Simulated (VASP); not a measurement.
# O (P-1) in VASP: a series of runs

Runs on O. Level: PBE+D3(BJ). Tasks: relaxation of cell and atoms, single point.

All numbers are computed with VASP 6.6.1; they aren't measurements. Logs are shortened: lines on timing, memory, paths and dates and some standing lists are left out, and cuts for length are marked.

## 1. The cell of the first run

The typed cell holds 2 atoms: a = 4.420 Å, b = 4.415 Å, c = 2.397 Å, α = 74.36°, β = 74.15°, γ = 31.48°.

## 2. Relaxation of cell and atoms, PBE+D3(BJ) (atom 1 moved 0.15 Å)

INCAR

```
SYSTEM = O
PREC = Accurate
ENCUT = 600
EDIFF = 1E-6
ISMEAR = 0
SIGMA = 0.15
LREAL = .FALSE.
LASPH = .TRUE.
NELM = 100
ALGO = Normal
ISIF = 3
LWAVE = .FALSE.
LCHARG = .FALSE.
GGA = PE
IVDW = 12
IBRION = 2
NSW = 100
EDIFFG = -0.01
```

KPOINTS

```
Automatic mesh
0
G
  14 14 14
  0 0 0
```

POSCAR

```
O
1.0
    0.0000000000      1.7007220374      4.0792735047
    1.6890173498      0.0000000000      4.0792735047
    1.6890173498      1.7007220374      0.0000000000
O
2
Direct
    0.0521932889      0.0917951897      0.9052820691
    0.9478067111      0.9082048103      0.0947179309
```

Potentials or basis: VASP PAW PBE potentials, release 64 (O).

The run is started by

```sh
$ cat potpaw_PBE.64/O/POTCAR > POTCAR
$ mpirun -np 1 vasp_std > vasp.out
```

OUTCAR:

```text
SYSTEM = O
   PREC = Accurate
   ENCUT = 600
   EDIFF = 1E-6
   ISMEAR = 0
   LREAL = .FALSE.
   LASPH = .TRUE.
   NELM = 100
   ISIF = 3
   GGA = PE
   IVDW = 12
   IBRION = 2
   NSW = 100
   EDIFFG = -0.01
 IVDW          = 12

 ion  position               nearest neighbor table
   1  0.052  0.092  0.905-   2 1.18
   2  0.948  0.908  0.095-   1 1.18

  LATTYP: Found a face centered orthorhombic cell.
 ALAT       =     3.3780346996
 B/A-ratio  =     1.0069298800
 C/A-ratio  =     2.4151756080

  Lattice vectors:

 A1 = (   0.0000000000,   1.7007220374,   4.0792735047)
 A2 = (   1.6890173498,   0.0000000000,   4.0792735047)
 A3 = (   1.6890173498,   1.7007220374,   0.0000000000)

Analysis of symmetry for initial positions (statically):
=====================================================================
 Subroutine PRICEL returns:
 Original cell was already a primitive cell.

 Routine SETGRP: Setting up the symmetry group for a
 face centered orthorhombic supercell.

 Subroutine GETGRP returns: Found  2 space group operations
 (whereof  2 operations were pure point group operations)
 out of a pool of  8 trial point group operations.

The static configuration has the point symmetry S_2 .

Analysis of symmetry for dynamics (positions and initial velocities):
=====================================================================
 Subroutine PRICEL returns:
 Original cell was already a primitive cell.

 Routine SETGRP: Setting up the symmetry group for a
 face centered orthorhombic supercell.

 Subroutine GETGRP returns: Found  2 space group operations
 (whereof  2 operations were pure point group operations)
 out of a pool of  8 trial point group operations.

The dynamic configuration has the point symmetry S_2 .

 Subroutine INISYM returns: Found  2 space group operations
 (whereof  2 operations are pure point group operations),
 and found     1 'primitive' translations

----------------------------------------------------------------------------------------

                                     Primitive cell

  volume of cell :      23.4358

  direct lattice vectors                    reciprocal lattice vectors
     0.000000000  1.700722037  4.079273505    -0.296030115  0.293992780  0.122570845
     1.689017350  0.000000000  4.079273505     0.296030115 -0.293992780  0.122570845
     1.689017350  1.700722037  0.000000000     0.296030115  0.293992780 -0.122570845

  length of vectors
     4.419607197  4.415116299  2.396921996     0.434843875  0.434843875  0.434843875

  position of ions in fractional coordinates (direct lattice)
     0.052193289  0.091795190  0.905282069
     0.947806711  0.908204810  0.094717931

  ion indices of the primitive-cell ions
   primitive index   ion index
                 1           1
                 2           2

----------------------------------------------------------------------------------------

 KPOINTS: Automatic mesh

Automatic generation of k-mesh.
 Grid dimensions read from file:
 generate k-points for:   14   14   14

 Generating k-lattice:

  Cartesian coordinates                     Fractional coordinates (reciprocal lattice)
    -0.021145008  0.020999484  0.008755060     0.071428571 -0.000000000 -0.000000000
     0.021145008 -0.020999484  0.008755060     0.000000000  0.071428571  0.000000000
     0.021145008  0.020999484 -0.008755060     0.000000000  0.000000000  0.071428571

  Length of vectors
     0.031060277  0.031060277  0.031060277

  Shift w.r.t. Gamma in fractional coordinates (k-lattice)
     0.000000000  0.000000000  0.000000000

 Subroutine IBZKPT returns following result:
 ===========================================

 Found   1376 irreducible k-points:

 Following reciprocal coordinates:
            Coordinates               Weight
  0.000000  0.000000  0.000000      1.000000
  0.071429 -0.000000  0.000000      2.000000
 -0.071429 -0.071429 -0.071429      2.000000
  0.000000  0.000000  0.071429      2.000000
 -0.000000  0.071429  0.000000      2.000000
  0.142857  0.000000 -0.000000      2.000000
[... 16 lines left out ...]
 -0.428571 -0.428571 -0.428571      2.000000
 -0.000000  0.000000  0.428571      2.000000
 [... further k-points ...]
   k-points           NKPTS =   1376   k-points in BZ     NKDIM =   1376   number of bands    NBANDS=     10
   number of dos      NEDOS =    301   number of ions     NIONS =      2
   total plane-waves  NPLWV =  25920
   dimension x,y,z NGX =    36 NGY =   36 NGZ =   20
   dimension x,y,z NGXF=    72 NGYF=   72 NGZF=   40
   ions per type =               2
   NGX,Y,Z   is equivalent  to a cutoff of  13.54, 13.56, 13.87 a.u.
   NGXF,Y,Z  is equivalent  to a cutoff of  27.08, 27.11, 27.74 a.u.
 SYSTEM =  O
   PREC   = accura    normal or accurate (medium, high low for compatibility)
   ISTART =      0    job   : 0-new  1-cont  2-samecut
   ICHARG =      2    charge: 1-file 2-atom 10-const
   ISPIN  =      1    spin polarized calculation?
   LNONCOLLINEAR =      F non collinear calculations
   LSORBIT =      F    spin-orbit coupling
   LASPH  =      T    aspherical Exc in radial PAW
   ENCUT  =  600.0 eV  44.10 Ry    6.64 a.u.   8.83  8.82  4.79*2*pi/ulx,y,z
   NELM   =    100;   NELMIN=  2; NELMDL= -5     # of ELM steps
   EDIFF  = 0.1E-05   stopping-criterion for ELM
   LREAL  =      F    real-space projection
   EDIFFG = -.1E-01   stopping-criterion for IOM
   NSW    =    100    number of steps for IOM
   IBRION =      2    ionic relax: 0-MD 1-quasi-New 2-CG
   NFREE  =      1    steps in history (QN), initial steepest desc. (CG)
   ISIF   =      3    stress and relaxation
   ISYM   =      2    0-nonsym 1-usesym 2-fastsym
   POTIM  = 0.5000    time-step for ionic-motion
   TEBEG  =    0.0;   TEEND  =   0.0 temperature during run
   PSTRESS=    0.0 pullay stress
   NELECT =      12.0000    total number of electrons
   NUPDOWN=      -1.0000    fix difference up-down
   EMIN   =  10.00;   EMAX   =-10.00  energy-range for DOS
   EFERMI =   0.00;   METHOD = LEGACY
   ISMEAR =     0;   SIGMA  =   0.15  broadening in eV -4-tet -1-fermi 0-gaus
   EFERMI_NEDOS =   21; number of points for ismear=-14 and -15
   IALGO  =     38    algorithm
   IMIX   =      4    mixing-type and parameters
     AMIX     =   0.40;   BMIX     =  1.00
     AMIX_MAG =   1.60;   BMIX_MAG =  1.00
  volume/ion in A,a.u.               =      11.72        79.08
  Fermi-wavevector in a.u.,A,eV,Ry     =   1.309710  2.474993 23.338623  1.715340
  Thomas-Fermi vector in A             =   2.440290
   LORBIT       =      0    0 simple, 1 ext, 2 COOP (PROOUT), +10 PAW based schemes
   GGA     = PE    functional components
   LHFCALC =     F    Hartree Fock is set to
   AEXX    =    0.0000 exact exchange contribution
   IVDW    =    12    specifies the selected vdW correction
   LEPSILON=     F    determine dielectric tensor
   LRPA    =     F    only Hartree local field effects (RPA)
 conjugate gradient relaxation of ions
 non-spin polarized calculation
 Gauss-broadening in eV      SIGMA  =   0.15
  energy-cutoff  :      600.00
  volume of cell :       23.44
 maximum number of plane-waves:       798
   NGX = 17   NGY = 17   NGZ =  9

--------------------------------------- Ionic step        1  -------------------------------------------

 number of electron      12.0000001 magnetization

 Free energy of the ion-electron system (eV)
  ---------------------------------------------------
  ext. energy  EPLUGINS =         0.00000000
  ---------------------------------------------------
  free energy    TOTEN  =        -9.53781664 eV

  energy without entropy =       -9.52349178  energy(sigma->0) =       -9.53065421

------------------------ aborting loop because EDIFF is reached ----------------------------------------

 Edisp (eV)   -0.14004

 E8    (eV) :    -0.0337

  FORCE on cell =-STRESS in cart. coord.  units (eV):
  Direction    XX          YY          ZZ          XY          YZ          ZX
  --------------------------------------------------------------------------------------
  -------------------------------------------------------------------------------------
  Total       0.12548    -0.08610     4.63677     0.01906     0.59568     0.04048
  in kB       8.57835    -5.88646   316.98994     1.30336    40.72345     2.76737
  external pressure =      106.56 kB  Pullay stress =        0.00 kB
[... 97 lines left out ...]
  FREE ENERGIE OF THE ION-ELECTRON SYSTEM (eV)
  ---------------------------------------------------
  free  energy   TOTEN  =        -9.0706616256 eV

  energy  without entropy=       -9.0570936374  energy(sigma->0) =       -9.06387763

 E-fermi :  -0.1109     XC(G=0):  -9.1401

 val. band max:       -0.1116103902   @ k =  -0.2143  -0.2143   0.2143
 cond. band min:      -0.1108820747   @ k =  -0.0714  -0.0714  -0.2143
 fundamental gap:      0.0007283155
 Fermi energy:        -0.1109466959

 k-point     1 :       0.0000    0.0000    0.0000
  band No.  band energies     occupation
      1     -26.5379      2.00000
      2     -14.9287      2.00000
      3      -8.2171      2.00000
      4      -4.5664      2.00000
      5      -4.5638      2.00000
      6       1.1491      0.00000
      7       1.1902      0.00000
      8       9.1884      0.00000
      9       9.4879      0.00000
     10      12.2572      0.00000
[... 287 lines left out ...]
 k-point    24 :      -0.0000    0.0000    0.4286
  band No.  band energies     occupation
      1     -25.7855      2.00000
      2     -14.1278      2.00000
      3      -8.5417      2.00000
      4      -6.8822      2.00000
      5      -4.1802      2.00000
      6      -1.8952      2.00000
      7       1.5083      0.00000
      8       8.1835      0.00000
      9      13.5127      0.00000
     10      15.6156      0.00000

 [... further k-points ...]

[... ionic steps 4 to 25 ...]

--------------------------------------- Ionic step       26  -------------------------------------------

 number of electron      12.0000003 magnetization

------------------------ aborting loop because EDIFF is reached ----------------------------------------

 Edisp (eV)   -0.14608

 E8    (eV) :    -0.0352
[... 69 lines left out ...]
  energy  without entropy=       -9.8212832311  energy(sigma->0) =       -9.82816551

--------------------------------------- Ionic step       28  -------------------------------------------

 number of electron      12.0000003 magnetization

 Free energy of the ion-electron system (eV)
  ---------------------------------------------------
  ext. energy  EPLUGINS =         0.00000000
  ---------------------------------------------------
  free energy    TOTEN  =        -9.68913304 eV

  energy without entropy =       -9.67536059  energy(sigma->0) =       -9.68224681

 E-fermi :   0.3467     XC(G=0):  -9.3854

 val. band max:        0.3414219611   @ k =  -0.0714  -0.0714  -0.2143
 cond. band min:       0.3481672716   @ k =  -0.0714  -0.0714   0.2143
 fundamental gap:      0.0067453105
 Fermi energy:         0.3467416509

 k-point     1 :       0.0000    0.0000    0.0000
  band No.  band energies     occupation
      1     -26.7643      2.00000
      2     -14.4241      2.00000
      3      -8.1493      2.00000
      4      -4.5189      2.00000
      5      -4.5128      2.00000
      6       1.6806      0.00000
      7       1.6867      0.00000
      8      10.2383      0.00000
      9      10.4192      0.00000
     10      12.8088      0.00000
[... 287 lines left out ...]
 k-point    24 :      -0.0000    0.0000    0.4286
  band No.  band energies     occupation
      1     -26.0283      2.00000
      2     -13.6600      2.00000
      3      -8.5021      2.00000
      4      -6.6546      2.00000
      5      -4.1422      2.00000
      6      -1.4696      2.00000
      7       2.0277      0.00000
      8       9.3437      0.00000
      9      14.2333      0.00000
     10      16.1434      0.00000

 [... further k-points ...]

------------------------ aborting loop because EDIFF is reached ----------------------------------------

 Edisp (eV)   -0.14604

 E8    (eV) :    -0.0352

  FORCE on cell =-STRESS in cart. coord.  units (eV):
  Direction    XX          YY          ZZ          XY          YZ          ZX
  --------------------------------------------------------------------------------------
  -------------------------------------------------------------------------------------
  Total       0.01322     0.01429    -0.00320     0.00371    -0.00559    -0.00000
  in kB       0.93801     1.01345    -0.22702     0.26315    -0.39680    -0.00024
  external pressure =        0.57 kB  Pullay stress =        0.00 kB
[... 17 lines left out ...]
  FREE ENERGIE OF THE ION-ELECTRON SYSTEM (eV)
  ---------------------------------------------------
  free  energy   TOTEN  =        -9.8351740755 eV

  energy  without entropy=       -9.8214016242  energy(sigma->0) =       -9.82828785

 reached required accuracy - stopping structural energy minimisation
```

Run time: 28 min. Hardware: 1 thread of Intel Xeon 6975P-C (Granite Rapids), shared host; peak memory 0.55 GiB.

Results:

| Item | Value |
| --- | --- |
| Free energy | -9.8352 eV |
| Relaxed volume | 11.29 Å³/atom |
| Relaxed cell | a = 4.372 Å, b = 4.305 Å, c = 2.391 Å, α = 71.92°, β = 72.20°, γ = 32.00° |
| Space group after relaxing (to 0.05 Å) | C2/m (No. 12) |
| Energy gained by relaxing | 78.7 meV/atom |
| Ionic steps | 28 |
| Pressure after relaxing | 0.1 GPa |
| Largest force after relaxing | 0.006 eV/Å |
| Band gap on the k mesh | zero (band 6 reaches 1.77 eV, above the bottom of band 7 at -0.70 eV) |
| Dispersion energy per atom | -0.073 eV |

Forces in eV/Å, atoms in the order of the input:
```
O    0.001  0.005 -0.003
O   -0.001 -0.005  0.003
```

Step by step:
| step | energy change (eV) | largest force (eV/Å) | pressure (GPa) | volume (Å³) |
| --- | --- | --- | --- | --- |
| 1 | 0.0000 | 4.0719 | 10.66 | 23.44 |
| 2 | 3.1069 | 6.2466 | -26.24 | 26.08 |
| 3 | 0.6072 | 6.8216 | -20.42 | 24.41 |
| 4 | -0.0164 | 3.2368 | -8.86 | 23.80 |
| 5 | -0.0823 | 1.7394 | -4.23 | 23.65 |
| 6 | -0.0964 | 0.9167 | -0.90 | 23.55 |
| 7 | -0.0966 | 0.8777 | -0.52 | 23.54 |
| 8 | -0.1534 | 0.4505 | -1.60 | 23.57 |
| 9 | -0.1537 | 0.4786 | -1.70 | 23.57 |
| 10 | -0.0698 | 3.9681 | 10.24 | 23.22 |
| 11 | -0.1556 | 0.0147 | -0.40 | 23.52 |
| 12 | -0.1556 | 0.0280 | -0.33 | 23.52 |
| 13 | -0.1556 | 0.0382 | -0.29 | 23.52 |
| 14 | -0.1557 | 0.0329 | -0.28 | 23.46 |
| 15 | -0.1559 | 0.0388 | -0.08 | 23.28 |
| 16 | -0.1561 | 0.0266 | -0.07 | 23.23 |
| 17 | -0.1564 | 0.0166 | 0.00 | 23.07 |
| 18 | -0.1563 | 0.0874 | 0.14 | 22.76 |
| 19 | -0.1564 | 0.0385 | 0.05 | 22.96 |
| 20 | -0.1565 | 0.0687 | 0.33 | 22.91 |
| 21 | -0.1565 | 0.0722 | 0.31 | 22.91 |
| 22 | -0.1566 | 0.0686 | 0.29 | 22.89 |
| 23 | -0.1568 | 0.0570 | 0.27 | 22.83 |
| 24 | -0.1572 | 0.0394 | 0.20 | 22.72 |
| 25 | -0.1572 | 0.0225 | 0.10 | 22.48 |
| 26 | -0.1573 | 0.0329 | 0.13 | 22.58 |
| 27 | -0.1572 | 0.1366 | -0.34 | 22.61 |
| 28 | -0.1573 | 0.0056 | 0.06 | 22.58 |

Final structure:
```yaml
crystal:
  lattice:
    - [0.00631, 1.78708, 3.99043]
    - [1.69755, 0.09559, 3.95462]
    - [1.69028, 1.69052, 0.04127]
  atoms:
    - { symbol: O, position: [0.06975, 0.08583, 0.91293] }
    - { symbol: O, position: [0.93025, 0.91417, 0.08707] }
```

Levels at points of the mesh, in eV from the Fermi level:
| k point | band 2 | band 3 | band 4 | band 5 | band 6 | band 7 | band 8 | band 9 | band 10 |
| --- | --- | --- | --- | --- | --- | --- | --- | --- | --- |
| (0.00, 0.00, 0.00) | -14.77 | -8.50 | -4.87 | -4.86 | 1.33 | 1.34 | 9.89 | 10.07 | 12.46 |
| (0.50, 0.00, 0.00) | -13.89 | -9.00 | -7.13 | -4.46 | -1.88 | 1.69 | 9.27 | 14.28 | 15.14 |
| (0.50, 0.50, 0.50) | -13.89 | -9.00 | -7.13 | -4.46 | -1.88 | 1.68 | 9.29 | 14.22 | 15.19 |
| (0.00, 0.00, 0.50) | -13.96 | -8.98 | -6.98 | -4.47 | -1.97 | 1.70 | 9.00 | 14.65 | 15.09 |
| (0.00, 0.50, 0.00) | -13.96 | -8.98 | -6.99 | -4.46 | -1.96 | 1.70 | 9.01 | 14.68 | 15.03 |
| (0.50, 0.50, 0.00) | -15.26 | -7.40 | -4.90 | -4.90 | 1.42 | 1.43 | 6.22 | 10.74 | 13.51 |
| (0.50, 0.00, 0.50) | -12.99 | -8.02 | -7.92 | -6.32 | -1.24 | -0.93 | 10.09 | 11.42 | 17.13 |
| (0.00, 0.50, 0.50) | -12.98 | -8.02 | -7.92 | -6.34 | -1.23 | -0.92 | 10.13 | 11.39 | 17.59 |

Caveat: the cell differs from its parent crystal (atom 1 moved 0.15 Å); the standard files for N, O and F lose accuracy on very short bonds; spin is off for a triplet molecule; pairwise dispersion overbinds metals, which lowers pressure and volume.

## 3. Single point, PBE+D3(BJ) (atom 1 moved 0.15 Å)

INCAR

```
PREC = Accurate
ENCUT = 520
EDIFF = 1E-6
ISMEAR = 0
SIGMA = 0.15
LREAL = F
LASPH = T
NELM = 100
ALGO = Normal
ISIF = 2
LWAVE = F
LCHARG = T
GGA = PE
IVDW = 12
LELF = T
LVHAR = T
NBANDS = 13
```

KPOINTS

```
regular mesh
0
Gamma
  14 14 14
```

POSCAR is that of step 2.

Potentials or basis: VASP PAW PBE potentials, release 64 (O).

The run is started by

```sh
$ cat potpaw_PBE.64/O/POTCAR > POTCAR
$ mpirun -np 1 vasp_std > vasp.out
```

Wall time 3 min (1 thread of Intel Xeon 6975P-C (Granite Rapids), shared host); peak memory 0.42 GiB.

Results (log left out):

```yaml
Free_energy: -9.6712 eV
Pressure: 10.9 GPa
Largest_force: 4.104 eV/Å
Band_gap_on_the_k_mesh: zero (band 6 reaches 1.71 eV, above the bottom of band 7 at -0.61 eV)
Dispersion_energy_per_atom: -0.070 eV
```

Forces in eV/Å, atoms in the order of the input:
```
O    0.034  0.502  4.073
O   -0.034 -0.502 -4.073
```

Stress tensor (GPa, compression positive):
```
 1.02  0.13  0.28
 0.13 -0.42  4.04
 0.28  4.04 32.13
```

Levels at points of the mesh, in eV from the Fermi level:
```
           k point  band 3  band 4  band 5  band 6  band 7  band 8  band 9  band 10
(0.00, 0.00, 0.00)   -8.83   -5.73   -5.72    1.23    1.29    9.14   11.32    11.65
(0.50, 0.00, 0.00)   -9.75   -7.55   -5.33   -1.79    1.60   10.44   13.59    14.14
(0.50, 0.50, 0.50)   -9.75   -7.57   -5.33   -1.77    1.61   10.50   13.48    14.15
(0.00, 0.00, 0.50)   -9.69   -7.43   -5.33   -1.94    1.62    9.60   14.00    14.91
(0.00, 0.50, 0.00)   -9.70   -7.43   -5.33   -1.94    1.61    9.65   14.01    14.84
(0.50, 0.50, 0.00)   -8.03   -5.75   -5.74    1.30    1.35    6.43   10.48    13.75
(0.50, 0.00, 0.50)   -8.76   -8.71   -6.76   -1.12   -0.94   11.06   11.24    16.85
(0.00, 0.50, 0.50)   -8.77   -8.71   -6.77   -1.14   -0.90   10.99   11.41    17.04
```

Caveat: the cell differs from its parent crystal (atom 1 moved 0.15 Å); the standard files for N, O and F lose accuracy on very short bonds; spin is off for a triplet molecule; pairwise dispersion overbinds metals, which lowers pressure and volume; forces of over 1 eV/Å act on the atoms, so gaps and moduli don't describe the material at rest.
